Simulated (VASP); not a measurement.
# Si (I4/mmm) in VASP: notebook

Si is run at these levels: PBEsol, LDA; tasks: single point.

Everything below comes from runs of VASP 6.6.1. Logs are shortened: lines on timing, memory, paths and dates and some standing lists are left out, and cuts for length are marked.

## (1) The cell of the first run

Symmetry: I4/mmm, No. 139, tetragonal system. The conventional cell has a = 6.561 Å, b = 6.561 Å, c = 3.793 Å, α = 90.00°, β = 90.00°, γ = 90.00°. Si (site symmetry m2m) has 4 Si at 2.31 to 2.35 Å within 3.1 Å.

## (2) Single point, PBEsol

Input file INCAR:

```
SYSTEM = Si
PREC = Accurate
ENCUT = 520
EDIFF = 1E-7
ISMEAR = -1
SIGMA = 0.05
LREAL = .FALSE.
LASPH = .TRUE.
NELM = 60
ALGO = Normal
ISIF = 2
LWAVE = .FALSE.
LCHARG = .TRUE.
GGA = PS
LELF = .TRUE.
LVHAR = .TRUE.
NBANDS = 16
```

Input file KPOINTS:

```
regular mesh
0
G
  8 8 8
  0 0 0
```

Input file POSCAR:

```
Si
1.0
   -3.2805003442      3.2805003442      1.8964042905
    3.2805003442     -3.2805003442      1.8964042905
    3.2805003442      3.2805003442     -1.8964042905
Si
4
Direct
    0.8211989400      0.1788010600      0.0000000000
    0.1788010600      0.8211989400      0.0000000000
    0.8211989400      0.8211989400      0.6423978800
    0.1788010600      0.1788010600      0.3576021200
```

Potentials or basis: VASP PAW PBE potentials, release 64 (Si).

On the command line:

```
> cat potpaw_PBE.64/Si/POTCAR > POTCAR
> mpirun -np 1 vasp_std > vasp.out
```

OUTCAR:

```text
SYSTEM = Si
   PREC = Accurate
   ENCUT = 520
   EDIFF = 1E-7
   ISMEAR = -1
   LREAL = .FALSE.
   LASPH = .TRUE.
   NELM = 60
   ISIF = 2
   GGA = PS

 ion  position               nearest neighbor table
   1  0.821  0.179  0.000-   2 2.31   2 2.31   4 2.35   3 2.35
   2  0.179  0.821  0.000-   1 2.31   1 2.31   4 2.35   3 2.35
   3  0.821  0.821  0.642-   4 2.31   4 2.31   1 2.35   2 2.35
   4  0.179  0.179  0.358-   3 2.31   3 2.31   2 2.35   1 2.35

  LATTYP: Found a body centered tetragonal cell.
 ALAT       =     6.5610006884
 C/A-ratio  =     0.5780838566

  Lattice vectors:

 A1 = (  -3.2805003442,   3.2805003442,   1.8964042905)
 A2 = (   3.2805003442,  -3.2805003442,   1.8964042905)
 A3 = (   3.2805003442,   3.2805003442,  -1.8964042905)

Analysis of symmetry for initial positions (statically):
=====================================================================
 Subroutine PRICEL returns:
 Original cell was already a primitive cell.

 Routine SETGRP: Setting up the symmetry group for a
 body centered tetragonal supercell.

 Subroutine GETGRP returns: Found 16 space group operations
 (whereof 16 operations were pure point group operations)
 out of a pool of 16 trial point group operations.

The static configuration has the point symmetry D_4h.

Analysis of symmetry for dynamics (positions and initial velocities):
=====================================================================
 Subroutine PRICEL returns:
 Original cell was already a primitive cell.

 Routine SETGRP: Setting up the symmetry group for a
 body centered tetragonal supercell.

 Subroutine GETGRP returns: Found 16 space group operations
 (whereof 16 operations were pure point group operations)
 out of a pool of 16 trial point group operations.

The dynamic configuration has the point symmetry D_4h.

 Subroutine INISYM returns: Found 16 space group operations
 (whereof 16 operations are pure point group operations),
 and found     1 'primitive' translations

----------------------------------------------------------------------------------------

                                     Primitive cell

  volume of cell :      81.6340

  direct lattice vectors                    reciprocal lattice vectors
    -3.280500344  3.280500344  1.896404291     0.000000000  0.152415774  0.263656860
     3.280500344 -3.280500344  1.896404291     0.152415774  0.000000000  0.263656860
     3.280500344  3.280500344 -1.896404291     0.152415774  0.152415774  0.000000000

  length of vectors
     5.011957128  5.011957128  5.011957128     0.304541472  0.304541472  0.215548455

  position of ions in fractional coordinates (direct lattice)
     0.821198940  0.178801060  0.000000000
     0.178801060  0.821198940  0.000000000
     0.821198940  0.821198940  0.642397880
     0.178801060  0.178801060  0.357602120

  ion indices of the primitive-cell ions
   primitive index   ion index
                 1           1
                 2           2
                 3           3
                 4           4

----------------------------------------------------------------------------------------

 KPOINTS: regular mesh

Automatic generation of k-mesh.
 Grid dimensions read from file:
 generate k-points for:    8    8    8

 Generating k-lattice:

  Cartesian coordinates                     Fractional coordinates (reciprocal lattice)
     0.000000000  0.019051972  0.032957107     0.125000000  0.000000000 -0.000000000
     0.019051972  0.000000000  0.032957107     0.000000000  0.125000000 -0.000000000
     0.019051972  0.019051972  0.000000000     0.000000000  0.000000000  0.125000000

  Length of vectors
     0.038067684  0.038067684  0.026943557

  Shift w.r.t. Gamma in fractional coordinates (k-lattice)
     0.000000000  0.000000000  0.000000000

 Subroutine IBZKPT returns following result:
 ===========================================

 Found     59 irreducible k-points:

 Following reciprocal coordinates:
            Coordinates               Weight
  0.000000  0.000000  0.000000      1.000000
  0.125000  0.000000  0.000000      8.000000
  0.250000  0.000000  0.000000      8.000000
  0.375000  0.000000  0.000000      8.000000
  0.500000  0.000000  0.000000      4.000000
  0.125000  0.125000  0.000000      8.000000
[... 16 lines left out ...]
  0.250000  0.125000  0.125000     16.000000
  0.375000  0.125000  0.125000      8.000000
 [... further k-points ...]
   k-points           NKPTS =     59   k-points in BZ     NKDIM =     59   number of bands    NBANDS=     16
   number of dos      NEDOS =    301   number of ions     NIONS =      4
   total plane-waves  NPLWV =  64000
   dimension x,y,z NGX =    40 NGY =   40 NGZ =   40
   dimension x,y,z NGXF=    80 NGYF=   80 NGZF=   80
   ions per type =               4
   NGX,Y,Z   is equivalent  to a cutoff of  13.27, 13.27, 13.27 a.u.
   NGXF,Y,Z  is equivalent  to a cutoff of  26.54, 26.54, 26.54 a.u.
 SYSTEM =  Si
   PREC   = accura    normal or accurate (medium, high low for compatibility)
   ISTART =      0    job   : 0-new  1-cont  2-samecut
   ICHARG =      2    charge: 1-file 2-atom 10-const
   ISPIN  =      1    spin polarized calculation?
   LNONCOLLINEAR =      F non collinear calculations
   LSORBIT =      F    spin-orbit coupling
   LASPH  =      T    aspherical Exc in radial PAW
   ENCUT  =  520.0 eV  38.22 Ry    6.18 a.u.   9.32  9.32  9.32*2*pi/ulx,y,z
   NELM   =     60;   NELMIN=  2; NELMDL= -5     # of ELM steps
   EDIFF  = 0.1E-06   stopping-criterion for ELM
   LREAL  =      F    real-space projection
   EDIFFG = 0.1E-05   stopping-criterion for IOM
   NSW    =      0    number of steps for IOM
   IBRION =     -1    ionic relax: 0-MD 1-quasi-New 2-CG
   NFREE  =      0    steps in history (QN), initial steepest desc. (CG)
   ISIF   =      2    stress and relaxation
   ISYM   =      2    0-nonsym 1-usesym 2-fastsym
   POTIM  = 0.5000    time-step for ionic-motion
   TEBEG  =    0.0;   TEEND  =   0.0 temperature during run
   PSTRESS=    0.0 pullay stress
   NELECT =      16.0000    total number of electrons
   NUPDOWN=      -1.0000    fix difference up-down
   EMIN   =  10.00;   EMAX   =-10.00  energy-range for DOS
   EFERMI =   0.00;   METHOD = LEGACY
   ISMEAR =    -1;   SIGMA  =   0.05  broadening in eV -4-tet -1-fermi 0-gaus
   EFERMI_NEDOS =   21; number of points for ismear=-14 and -15
   IALGO  =     38    algorithm
   IMIX   =      4    mixing-type and parameters
     AMIX     =   0.40;   BMIX     =  1.00
     AMIX_MAG =   1.60;   BMIX_MAG =  1.00
  volume/ion in A,a.u.               =      20.41       137.72
  Fermi-wavevector in a.u.,A,eV,Ry     =   0.950950  1.797035 12.303835  0.904306
  Thomas-Fermi vector in A             =   2.079375
   LORBIT       =      0    0 simple, 1 ext, 2 COOP (PROOUT), +10 PAW based schemes
   GGA     = PS    functional components
   LHFCALC =     F    Hartree Fock is set to
   AEXX    =    0.0000 exact exchange contribution
   IVDW    =     0    specifies the selected vdW correction
   LEPSILON=     F    determine dielectric tensor
   LRPA    =     F    only Hartree local field effects (RPA)
 non-spin polarized calculation
  energy-cutoff  :      520.00
  volume of cell :       81.63
 maximum number of plane-waves:      2239
 NGX is ok and might be reduce to    40
   NGX = 19   NGY = 19   NGZ = 19

 number of electron      16.0000000 magnetization

 Free energy of the ion-electron system (eV)
  ---------------------------------------------------
  ext. energy  EPLUGINS =         0.00000000
  ---------------------------------------------------
  free energy    TOTEN  =       -22.51086711 eV

  energy without entropy =      -22.51002307  energy(sigma->0) =      -22.51044509

 E-fermi :   5.8594     XC(G=0):  -9.3926

 val. band max:        5.8282912154   @ k =   0.5000   0.5000   0.5000
 cond. band min:       5.9063824350   @ k =  -0.1250  -0.1250   0.1250
 fundamental gap:      0.0780912196
 Fermi energy:         5.8593982608

 k-point     1 :       0.0000    0.0000    0.0000
  band No.  band energies     occupation
      1      -6.5457      2.00000
      2      -2.1142      2.00000
      3       0.1195      2.00000
      4       0.1195      2.00000
      5       1.8509      2.00000
      6       4.2760      2.00000
[... 8 lines left out ...]
     15      11.1555      0.00000
     16      12.6058      0.00000

 k-point     2 :       0.1250    0.0000    0.0000
  band No.  band energies     occupation
      1      -6.3666      2.00000
      2      -2.1563      2.00000
      3      -0.1058      2.00000
      4       0.3849      2.00000
      5       2.0098      2.00000
      6       3.3396      2.00000
[... 8 lines left out ...]
     15      10.5517      0.00000
     16      13.5061      0.00000

 k-point     3 :       0.2500    0.0000    0.0000
  band No.  band energies     occupation
      1      -5.8444      2.00000
      2      -2.1459      2.00000
      3      -0.7614      2.00000
      4       0.6014      2.00000
      5       1.9870      2.00000
      6       2.2273      2.00000
[... 8 lines left out ...]
     15      11.7348      0.00000
     16      11.9667      0.00000

 k-point     4 :       0.3750    0.0000    0.0000
  band No.  band energies     occupation
      1      -5.0577      2.00000
      2      -1.9587      2.00000
      3      -1.8493      2.00000
      4      -0.0067      2.00000
      5       1.3760      2.00000
      6       2.1853      2.00000
[... 8 lines left out ...]
     15      12.1827      0.00000
     16      13.1607      0.00000

 k-point     5 :       0.5000    0.0000    0.0000
  band No.  band energies     occupation
      1      -4.4782      2.00000
      2      -2.5985      2.00000
      3      -1.7730      2.00000
      4      -0.4398      2.00000
      5       1.2510      2.00000
      6       2.1330      2.00000
[... 8 lines left out ...]
     15      11.3205      0.00000
     16      13.4712      0.00000

 k-point     6 :       0.1250    0.1250    0.0000
  band No.  band energies     occupation
      1      -5.9299      2.00000
      2      -1.9392      2.00000
      3      -0.0873      2.00000
      4      -0.0856      2.00000
      5       1.8852      2.00000
      6       2.4611      2.00000
[... 8 lines left out ...]
     15      11.4073      0.00000
     16      12.5650      0.00000
[... 267 lines left out ...]
 k-point    21 :       0.5000    0.5000    0.0000
  band No.  band energies     occupation
      1      -5.4950      2.00000
      2      -4.5344      2.00000
      3       0.3685      2.00000
      4       0.8083      2.00000
      5       2.8167      2.00000
      6       3.7242      2.00000
[... 8 lines left out ...]
     15      11.6027      0.00000
     16      13.3693      0.00000

 k-point    22 :       0.1250    0.1250    0.1250
  band No.  band energies     occupation
      1      -5.6807      2.00000
      2      -2.7571      2.00000
      3      -0.0803      2.00000
      4      -0.0348      2.00000
      5       2.2357      2.00000
      6       2.5088      2.00000
[... 8 lines left out ...]
     15      11.6363      0.00000
     16      12.4810      0.00000

 k-point    23 :       0.2500    0.1250    0.1250
  band No.  band energies     occupation
      1      -4.9309      2.00000
      2      -2.6070      2.00000
      3      -1.2964      2.00000
      4      -0.5235      2.00000
      5       1.8293      2.00000
      6       2.7198      2.00000
[... 8 lines left out ...]
     15      12.8051      0.00000
     16      13.7135      0.00000

 k-point    24 :       0.3750    0.1250    0.1250
  band No.  band energies     occupation
      1      -4.4202      2.00000
      2      -2.4649      2.00000
      3      -2.0330      2.00000
      4      -0.8839      2.00000
      5       1.7406      2.00000
      6       2.8361      2.00000
[... 8 lines left out ...]
     15      13.2010      0.00000
     16      14.2931      0.00000

 [... further k-points ...]

------------------------ aborting loop because EDIFF is reached ----------------------------------------

  FORCE on cell =-STRESS in cart. coord.  units (eV):
  Direction    XX          YY          ZZ          XY          YZ          ZX
  --------------------------------------------------------------------------------------
  -------------------------------------------------------------------------------------
  Total        1.7926764      1.7926764      1.8584671      0.0000000      0.0000000      0.0000000
  in kB       35.1836911     35.1836911     36.4749215      0.0000000      0.0000000      0.0000000
  external PRESSURE =      35.6141012 kB  Pullay stress =       0.0000000 kB

 VOLUME and BASIS-vectors are now :
 -----------------------------------------------------------------------------
  energy-cutoff  :      520.00
  volume of cell :       81.63
      direct lattice vectors                 reciprocal lattice vectors
    -3.280500344  3.280500344  1.896404291     0.000000000  0.152415774  0.263656860
     3.280500344 -3.280500344  1.896404291     0.152415774  0.000000000  0.263656860
     3.280500344  3.280500344 -1.896404291     0.152415774  0.152415774  0.000000000

 POSITION                                       TOTAL-FORCE (eV/Angst)
 -----------------------------------------------------------------------------------
     -2.10739      2.10739      1.89640         0.034761     -0.034761      0.000000
      2.10739     -2.10739      1.89640        -0.034761      0.034761      0.000000
      2.10739      2.10739      1.89640        -0.034761     -0.034761     -0.000000
      1.17311      1.17311     -0.00000         0.034761      0.034761      0.000000
 -----------------------------------------------------------------------------------
    total drift:                               -0.000000     -0.000000      0.000000

  FREE ENERGIE OF THE ION-ELECTRON SYSTEM (eV)
  ---------------------------------------------------
  free  energy   TOTEN  =       -22.5108671126 eV

  energy  without entropy=      -22.5100230740  energy(sigma->0) =      -22.51044509
```

Run time: 2.7 min. Hardware: 1 thread of Intel Xeon 8259CL, shared host; peak memory 0.25 GiB.

Results:

```yaml
Free_energy: -22.5109 eV
Pressure: 3.6 GPa
Largest_force: 0.049 eV/Å
Band_gap_on_the_k_mesh: 0.08 eV (least direct gap 0.23 eV)
```

Forces on the atoms (eV/Å):
```
Si   0.035 -0.035  0.000
Si  -0.035  0.035  0.000
Si  -0.035 -0.035  0.000
Si   0.035  0.035  0.000
```

Stress tensor (GPa, compression positive):
```
3.52 0.00 0.00
0.00 3.52 0.00
0.00 0.00 3.65
```

Levels at points of the mesh, in eV from the valence-band top:
```tsv
k point	band 5	band 6	band 7	band 8	band 9	band 10	band 11	band 12
(0.00, 0.00, 0.00)	-3.98	-1.55	-1.55	-0.61	1.31	1.62	1.62	2.23
(0.50, 0.00, 0.00)	-4.58	-3.70	-2.52	-1.49	0.67	2.35	2.91	3.40
(0.50, 0.50, 0.00)	-3.01	-2.10	-2.02	-1.70	1.55	1.82	1.89	4.00
(0.50, 0.50, 0.50)	-3.08	-0.23	0.00	0.00	0.23	3.51	3.66	4.01
```

Caveat: the cell stands under pressure; semilocal functionals underestimate gaps, and a narrow one can read as zero; the PAW data sets were made with another functional, which shifts forces and pressure a little.

## (3) Single point, LDA

This run uses another cell than the first one, of 20.83 Å³/atom.

Input file INCAR:

```
ALGO     = Normal         # electronic algorithm
EDIFF    = 1E-6           # SCF threshold, eV
ENCUT    = 520            # plane-wave cutoff, eV
ISIF     = 2              # what is computed and relaxed
ISMEAR   = -1             # smearing method
LASPH    = T              # aspherical terms in the spheres
LCHARG   = T              # write CHGCAR
LELF     = T              # ELF
LREAL    = F              # projectors in reciprocal space
LVHAR    = T            
LWAVE    = F              # write WAVECAR
NBANDS   = 16             # bands
NELM     = 100            # most SCF steps
PREC     = Accurate       # precision mode
SIGMA    = 0.05           # smearing width, eV
```

Input file KPOINTS:

```
k-points
0
Gamma
  8 8 8
```

Input file POSCAR:

```
Si
1.0
   -3.3031251995      3.3031251995      1.9094833541
    3.3031251995     -3.3031251995      1.9094833541
    3.3031251995      3.3031251995     -1.9094833541
Si
4
Direct
    0.8211989400      0.1788010600      0.0000000000
    0.1788010600      0.8211989400      0.0000000000
    0.8211989400      0.8211989400      0.6423978800
    0.1788010600      0.1788010600      0.3576021200
```

Potentials or basis: VASP PAW LDA potentials, release 64 (Si).

On the command line:

```
> cat potpaw_LDA.64/Si/POTCAR > POTCAR
> mpirun -np 1 vasp_std > vasp.out
```

It took 2.1 min on 1 thread of Intel Xeon 8259CL, shared host; peak memory 0.22 GiB.

It converged, with:

```yaml
Free_energy: -23.3809 eV
Pressure: -0.1 GPa
Largest_force: 0.007 eV/Å
Band_gap_on_the_k_mesh: 0.15 eV (least direct gap 0.26 eV)
```

Forces in eV/Å, atoms in the order of the input:
```
Si   0.005 -0.005  0.000
Si  -0.005  0.005  0.000
Si  -0.005 -0.005  0.000
Si   0.005  0.005  0.000
```

Stress tensor (GPa, compression positive):
```
-0.06  0.00  0.00
 0.00 -0.06  0.00
 0.00  0.00 -0.18
```

Levels at points of the mesh, in eV from the valence-band top:
| k point | band 6 | band 7 | band 8 | band 9 | band 10 | band 11 |
| --- | --- | --- | --- | --- | --- | --- |
| (0.00, 0.00, 0.00) | -1.51 | -1.51 | -0.57 | 1.37 | 1.56 | 1.56 |
| (0.50, 0.00, 0.00) | -3.59 | -2.44 | -1.45 | 0.72 | 2.32 | 2.92 |
| (0.50, 0.50, 0.00) | -2.04 | -1.96 | -1.65 | 1.54 | 1.83 | 1.86 |
| (0.50, 0.50, 0.50) | -0.22 | 0.00 | 0.00 | 0.26 | 3.30 | 3.48 |

Caveat: semilocal functionals underestimate gaps, and a narrow one can read as zero. A k mesh can miss the band edges.

## (4) Single point, PBEsol

This run uses another cell than the first one, of 20.83 Å³/atom.

Input file INCAR:

```
PREC = Accurate ; ENCUT = 520
EDIFF = 1E-6 ; ISMEAR = -1
SIGMA = 0.05 ; LREAL = F
LASPH = T ; NELM = 100
ALGO = Normal ; ISIF = 2
LWAVE = F ; LCHARG = F
GGA = PS ; NBANDS = 16
```

Input file KPOINTS:

```
regular mesh
0
Gamma
  8 8 8
```

POSCAR is that of step 3.

Potentials or basis: VASP PAW PBE potentials, release 64 (Si).

On the command line:

```
> cat potpaw_PBE.64/Si/POTCAR > POTCAR
> mpirun -np 1 vasp_std > vasp.out
```

Run time: 2.4 min. Hardware: 1 thread of Intel Xeon 8259CL, shared host; peak memory 0.25 GiB.

Results (log left out):

* Free energy: -22.5380 eV
* Pressure: 1.6 GPa
* Largest force: 0.018 eV/Å
* Band gap on the k mesh: 0.15 eV (least direct gap 0.26 eV)

Forces on the atoms (eV/Å):
```
Si   0.013 -0.013  0.000
Si  -0.013  0.013  0.000
Si  -0.013 -0.013  0.000
Si   0.013  0.013  0.000
```

Levels at points of the mesh, in eV from the valence-band top:
| k point | band 6 | band 7 | band 8 | band 9 | band 10 | band 11 |
| --- | --- | --- | --- | --- | --- | --- |
| (0.00, 0.00, 0.00) | -1.52 | -1.52 | -0.59 | 1.34 | 1.58 | 1.58 |
| (0.50, 0.00, 0.00) | -3.62 | -2.46 | -1.46 | 0.71 | 2.33 | 2.92 |
| (0.50, 0.50, 0.00) | -2.06 | -1.97 | -1.67 | 1.55 | 1.82 | 1.89 |
| (0.50, 0.50, 0.50) | -0.22 | 0.00 | 0.00 | 0.26 | 3.42 | 3.48 |

Caveat: semilocal functionals underestimate gaps, and a narrow one can read as zero; the PAW data sets were made with another functional, which shifts forces and pressure a little.

## (5) Overview

| level | potentials or basis | cell | gap on the mesh (eV) | pressure (GPa) | largest force (eV/Å) |
| --- | --- | --- | --- | --- | --- |
| PBEsol | VASP PAW PBE potentials, release 64 (Si) | a = 5.012 Å, angles 98.2, 98.2, 135.5°, 4 atoms | 0.08 | 3.6 | 0.05 |
| LDA | VASP PAW LDA potentials, release 64 (Si) | a = 5.047 Å, angles 98.2, 98.2, 135.5°, 4 atoms | 0.15 | -0.1 | 0.01 |
| PBEsol | VASP PAW PBE potentials, release 64 (Si) | a = 5.047 Å, angles 98.2, 98.2, 135.5°, 4 atoms | 0.15 | 1.6 | 0.02 |

Alike in all rows: task single point; no spin polarisation; k mesh 8 × 8 × 8; cutoff (eV) 520; smearing fermi-dirac 0.05 eV.

Caveats: semilocal functionals underestimate gaps, and a narrow one can read as zero; the PAW data sets were made with another functional, which shifts forces and pressure a little (at least some runs); the cell stands under pressure (at least some runs).

Absolute energies hang on the potentials; compare differences alone.
